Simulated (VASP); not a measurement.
# Ti4C in VASP: further runs

Ti4C is run at these levels: LDA; tasks: single point.

Program: VASP 6.6.1. These are calculated values, not measurements. Logs are shortened: lines on timing, memory, paths and dates and some standing lists are left out, and cuts for length are marked.

**1. The cell of the first run**

The cell holds a slab with vacuum, 5 atoms: a = 2.864 Å, b = 2.864 Å, c = 22.241 Å, α = 90.00°, β = 90.00°, γ = 120.00°.

**2. Single point, LDA**

The input, INCAR:

```
PREC = Accurate
ENCUT = 520
EDIFF = 1E-6
ISMEAR = 0
SIGMA = 0.1
LREAL = F
LASPH = T
NELM = 100
ALGO = Normal
ISIF = 2
LWAVE = F
LCHARG = T
LDIPOL = T
IDIPOL = 3
DIPOL = 0.5 0.5 0.383
GGA = CA
LELF = T
LVHAR = T
LVACPOTAV = T
NBANDS = 34
```

The input, KPOINTS:

```
Automatic mesh
0
Gamma
  9 9 1
```

The input, POSCAR:

```
Ti4C
1.0
    2.8641158382      0.0000000000      0.0000000000
   -1.4320579191      2.4803970752      0.0000000000
    0.0000000000      0.0000000000     22.2412393510
Ti C
4 1
Direct
    0.6666666667      0.3333333333      0.1798460930
    0.3333333333      0.6666666667      0.2818047761
    0.6666666667      0.3333333333      0.3878689313
    0.3333333333      0.6666666667      0.4890990833
    0.3333333333      0.6666666667      0.5761917464
```

Potentials or basis: VASP PAW LDA potentials, release 64 (Ti_sv, C).

Command:

```bash
$ cat potpaw_LDA.64/Ti_sv/POTCAR potpaw_LDA.64/C/POTCAR > POTCAR
$ mpirun -np 1 vasp_std > vasp.out
```

OUTCAR:

```text
PREC = Accurate
   ENCUT = 520
   EDIFF = 1E-6
   ISMEAR = 0
   LREAL = F
   LASPH = T
   NELM = 100
   ISIF = 2
   GGA = CA

 ion  position               nearest neighbor table
   1  0.667  0.333  0.180-   2 2.81   2 2.81   2 2.81
   2  0.333  0.667  0.282-   1 2.81   1 2.81   1 2.81   3 2.88   3 2.88   3 2.88
   3  0.667  0.333  0.388-   4 2.79   4 2.79   4 2.79   2 2.88   2 2.88   2 2.88
   4  0.333  0.667  0.489-   5 1.94   3 2.79   3 2.79   3 2.79
   5  0.333  0.667  0.576-   4 1.94

  LATTYP: Found a hexagonal cell.
 ALAT       =     2.8641158382
 C/A-ratio  =     7.7654817778

  Lattice vectors:

 A1 = (   2.8641158382,   0.0000000000,   0.0000000000)
 A2 = (  -1.4320579191,   2.4803970752,   0.0000000000)
 A3 = (   0.0000000000,   0.0000000000,  22.2412393510)

Analysis of symmetry for initial positions (statically):
=====================================================================
 Subroutine PRICEL returns:
 Original cell was already a primitive cell.

 Routine SETGRP: Setting up the symmetry group for a
 hexagonal supercell.

 Subroutine GETGRP returns: Found  6 space group operations
 (whereof  6 operations were pure point group operations)
 out of a pool of 24 trial point group operations.

The static configuration has the point symmetry C_3v.

Analysis of symmetry for dynamics (positions and initial velocities):
=====================================================================
 Subroutine PRICEL returns:
 Original cell was already a primitive cell.

 Routine SETGRP: Setting up the symmetry group for a
 hexagonal supercell.

 Subroutine GETGRP returns: Found  6 space group operations
 (whereof  6 operations were pure point group operations)
 out of a pool of 24 trial point group operations.

The dynamic configuration has the point symmetry C_3v.

 Subroutine INISYM returns: Found  6 space group operations
 (whereof  6 operations are pure point group operations),
 and found     1 'primitive' translations

----------------------------------------------------------------------------------------

                                     Primitive cell

  volume of cell :     158.0050
[... 82 lines left out ...]
   EDIFF  = 0.1E-05   stopping-criterion for ELM
   LREAL  =      F    real-space projection
   EDIFFG = 0.1E-04   stopping-criterion for IOM
   NSW    =      0    number of steps for IOM
   IBRION =     -1    ionic relax: 0-MD 1-quasi-New 2-CG
   NFREE  =      0    steps in history (QN), initial steepest desc. (CG)
   ISIF   =      2    stress and relaxation
   ISYM   =      2    0-nonsym 1-usesym 2-fastsym
   POTIM  = 0.5000    time-step for ionic-motion
   TEBEG  =    0.0;   TEEND  =   0.0 temperature during run
   PSTRESS=    0.0 pullay stress
   NELECT =      52.0000    total number of electrons
   NUPDOWN=      -1.0000    fix difference up-down
   EMIN   =  10.00;   EMAX   =-10.00  energy-range for DOS
   EFERMI =   0.00;   METHOD = LEGACY
   ISMEAR =     0;   SIGMA  =   0.10  broadening in eV -4-tet -1-fermi 0-gaus
   EFERMI_NEDOS =   21; number of points for ismear=-14 and -15
   IALGO  =     38    algorithm
   IMIX   =      4    mixing-type and parameters
     AMIX     =   0.40;   BMIX     =  1.00
     AMIX_MAG =   1.60;   BMIX_MAG =  1.00
  volume/ion in A,a.u.               =      31.60       213.25
  Fermi-wavevector in a.u.,A,eV,Ry     =   1.130279  2.135918 17.381862  1.277531
  Thomas-Fermi vector in A             =   2.266975
   LORBIT       =      0    0 simple, 1 ext, 2 COOP (PROOUT), +10 PAW based schemes
   GGA     = CA    functional components
   LHFCALC =     F    Hartree Fock is set to
   AEXX    =    0.0000 exact exchange contribution
   IVDW    =     0    specifies the selected vdW correction
   LEPSILON=     F    determine dielectric tensor
   LRPA    =     F    only Hartree local field effects (RPA)
 non-spin polarized calculation
 Gauss-broadening in eV      SIGMA  =   0.10
  energy-cutoff  :      520.00
  volume of cell :      158.00
 maximum number of plane-waves:      4289
 NGX is ok and might be reduce to    24
   NGX = 11   NGY = 11   NGZ = 83

 dipolmoment           0.000000      0.000000     -0.117760 electrons x Angstroem

 number of electron      52.0000015 magnetization

 dipolmoment           0.000000      0.000000      0.102074 electrons x Angstroem

 Free energy of the ion-electron system (eV)
  ---------------------------------------------------
  ext. energy  EPLUGINS =         0.00000000
  ---------------------------------------------------
  free energy    TOTEN  =       -37.83004556 eV

  energy without entropy =      -37.78552062  energy(sigma->0) =      -37.80778309

 E-fermi :   0.6627     XC(G=0):  -6.6098

 val. band max:        0.6460202437   @ k =   0.2222   0.2222   0.0000
 cond. band min:       0.6865227070   @ k =   0.1111   0.1111   0.0000
 fundamental gap:      0.0405024634
 Fermi energy:         0.6626929564

 k-point     1 :       0.0000    0.0000    0.0000
  band No.  band energies     occupation
      1     -55.4730      2.00000
      2     -55.2601      2.00000
      3     -55.1742      2.00000
      4     -54.8959      2.00000
      5     -32.3213      2.00000
      6     -32.0387      2.00000
[... 433 lines left out ...]
     33       2.3801      0.00000
     34       3.0275      0.00000

------------------------ aborting loop because EDIFF is reached ----------------------------------------

  FORCE on cell =-STRESS in cart. coord.  units (eV):
  Direction    XX          YY          ZZ          XY          YZ          ZX
  --------------------------------------------------------------------------------------
  -------------------------------------------------------------------------------------
  Total       -3.4147328     -3.4147328     -1.9206498      0.0000000      0.0000000      0.0000000
  in kB      -34.6255383    -34.6255383    -19.4754721      0.0000000      0.0000000      0.0000000
  external PRESSURE =     -29.5755163 kB  Pullay stress =       0.0000000 kB

 VOLUME and BASIS-vectors are now :
 -----------------------------------------------------------------------------
  energy-cutoff  :      520.00
  volume of cell :      158.00
      direct lattice vectors                 reciprocal lattice vectors
     2.864115838  0.000000000  0.000000000     0.349147889  0.201580628  0.000000000
    -1.432057919  2.480397075  0.000000000     0.000000000  0.403161256  0.000000000
     0.000000000  0.000000000 22.241239351     0.000000000  0.000000000  0.044961523

 POSITION                                       TOTAL-FORCE (eV/Angst)
 -----------------------------------------------------------------------------------
      1.43206      0.82680      4.00000         0.000000      0.000000      0.569089
     -0.00000      1.65360      6.26769        -0.000000      0.000000     -0.279576
      1.43206      0.82680      8.62669        -0.000000     -0.000000     -0.275972
     -0.00000      1.65360     10.87817         0.000000     -0.000000     -0.065824
     -0.00000      1.65360     12.81522        -0.000000      0.000000      0.052283
 -----------------------------------------------------------------------------------
    total drift:                                0.000000      0.000000      0.000791

  FREE ENERGIE OF THE ION-ELECTRON SYSTEM (eV)
  ---------------------------------------------------
  free  energy   TOTEN  =       -37.8300455597 eV

  energy  without entropy=      -37.7855206206  energy(sigma->0) =      -37.80778309

 vacuum level on the upper side and lower side of the slab         7.999         5.398
```

It took 2.4 min on 1 thread of Intel Xeon Platinum 8124M at 3.00GHz (Skylake/Cascade Lake), shared host; peak memory 0.26 GiB.

What came out:

| Quantity | Value |
| --- | --- |
| Free energy | -37.8300 eV |
| Largest force | 0.569 eV/Å |
| Band gap on the k mesh | zero (band 26 reaches 1.42 eV, above the bottom of band 27 at 0.52 eV) |

Forces in eV/Å, atoms in the order of the input:
```
Ti   0.000  0.000  0.569
Ti   0.000  0.000 -0.280
Ti   0.000  0.000 -0.276
Ti   0.000  0.000 -0.066
C    0.000  0.000  0.052
```

**3. Single point, LDA**

The input, INCAR:

```
PREC = Accurate
ENCUT = 520
EDIFF = 1E-6
ISMEAR = 0
SIGMA = 0.1
LREAL = False
LASPH = True
NELM = 100
ALGO = Normal
ISIF = 2
LWAVE = False
LCHARG = False
LDIPOL = True
IDIPOL = 3
DIPOL = 0.5 0.5 0.379
GGA = CA
NBANDS = 34
```

KPOINTS is that of step 2.

Changes to POSCAR since step 2:

```diff
@@ -11,3 +11,3 @@
     0.6666666667      0.3333333333      0.3878689313
-    0.3333333333      0.6666666667      0.4890990833
-    0.3333333333      0.6666666667      0.5761917464
+    0.3333333333      0.6666666667      0.5035180972
+    0.6666666667      1.3333333333      0.5420466740
```

Potentials or basis: VASP PAW LDA potentials, release 64 (Ti_sv, C).

Command:

```bash
$ cat potpaw_LDA.64/Ti_sv/POTCAR potpaw_LDA.64/C/POTCAR > POTCAR
$ mpirun -np 1 vasp_std > vasp.out
```

Run time: 2.1 min. Hardware: 1 thread of Intel Xeon Platinum 8124M at 3.00GHz (Skylake/Cascade Lake), shared host; peak memory 0.26 GiB.

Results (log left out):

```yaml
Free_energy: -40.5833 eV
Largest_force: 0.528 eV/Å
Band_gap_on_the_k_mesh: zero (band 26 reaches 1.08 eV, above the bottom of band 27 at 0.48 eV)
```

Forces on the atoms (eV/Å):
```
Ti   0.000  0.000  0.528
Ti   0.000  0.000 -0.088
Ti   0.000  0.000 -0.432
Ti   0.000  0.000 -0.071
C    0.000  0.000  0.063
```

Levels at points of the mesh, in eV from the Fermi level:
| k point | band 23 | band 24 | band 25 | band 26 | band 27 | band 28 | band 29 | band 30 |
| --- | --- | --- | --- | --- | --- | --- | --- | --- |
| (0.00, 0.00, 0.00) | -1.34 | -0.48 | -0.13 | 0.47 | 0.70 | 0.79 | 0.79 | 0.88 |

**4. Single point, LDA**

The input, INCAR:

```
SYSTEM = Ti4C
PREC = Accurate
ENCUT = 520
EDIFF = 1E-6
ISMEAR = 0
SIGMA = 0.1
LREAL = .FALSE.
LASPH = .TRUE.
NELM = 80
ALGO = Normal
ISIF = 2
LWAVE = .FALSE.
LCHARG = .FALSE.
LDIPOL = .TRUE.
IDIPOL = 3
DIPOL = 0.5 0.5 0.379
GGA = CA
NBANDS = 34
```

The input, KPOINTS:

```
Automatic mesh
0
G
  9 9 1
  0 0 0
```

Changes to POSCAR since step 3:

```diff
@@ -11,3 +11,3 @@
     0.6666666667      0.3333333333      0.3878689313
-    0.3333333333      0.6666666667      0.5035180972
-    0.6666666667      1.3333333333      0.5420466740
+    0.3333333333      0.6666666667      0.5013959309
+    1.0000000000      1.0000000000      0.5420305718
```

Command:

```bash
$ cat potpaw_LDA.64/Ti_sv/POTCAR potpaw_LDA.64/C/POTCAR > POTCAR
$ mpirun -np 1 vasp_std > vasp.out
```

Wall time 2.2 min (1 thread of Intel Xeon Platinum 8124M at 3.00GHz (Skylake/Cascade Lake), shared host); peak memory 0.25 GiB.

Results (log left out):

| Property | Result |
| --- | --- |
| Free energy | -40.5181 eV |
| Largest force | 0.503 eV/Å |
| Band gap on the k mesh | zero (band 26 reaches 0.99 eV, above the bottom of band 27 at 0.40 eV) |

Forces on the atoms (eV/Å):
```
Ti   0.000  0.000  0.503
Ti   0.000  0.000 -0.099
Ti   0.000  0.000 -0.406
Ti   0.000  0.000 -0.075
C    0.000  0.000  0.077
```

Levels at points of the mesh, in eV from the Fermi level:
| k point | band 23 | band 24 | band 25 | band 26 | band 27 | band 28 | band 29 | band 30 |
| --- | --- | --- | --- | --- | --- | --- | --- | --- |
| (0.00, 0.00, 0.00) | -0.95 | -0.34 | -0.15 | 0.49 | 0.69 | 0.78 | 0.78 | 0.90 |
